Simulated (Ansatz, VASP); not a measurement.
## Two plane-wave programs on PN

```
CELL_PARAMETERS angstrom
2.34762 0.00000 0.00000
0.00000 2.91283 0.00000
0.00000 0.00000 3.34355
ATOMIC_POSITIONS crystal
P 0.00000 0.00000 0.50000
N 0.00000 0.00000 0.00000
```

Alike in both runs: functional PBE; dispersion D3(BJ); k mesh 18 × 14 × 12; occupations fermi-dirac, width 0.15 eV; no spin polarisation.

Ansatz relaxed the structure, and its values are those at the end. VASP's run is a single point on that final structure, the one shown.

|  | VASP | Ansatz |
| --- | --- | --- |
| version | VASP 6.6.1 | Ansatz 0.2.0 |
| potentials or method | VASP PAW PBE potentials, release 64 (P, N), cutoff 520 eV | scalar-relativistic, plane waves, PAW |
| valence electrons in the cell | 10 | 10 |

```tsv
	VASP	Ansatz	Ansatz less VASP
gap on the k mesh at the Fermi level (eV)	none	none	-
pressure (GPa)	-0.7	0.0	+0.73
```

A gap of «none» marks a metal or a gap that the smearing closes.
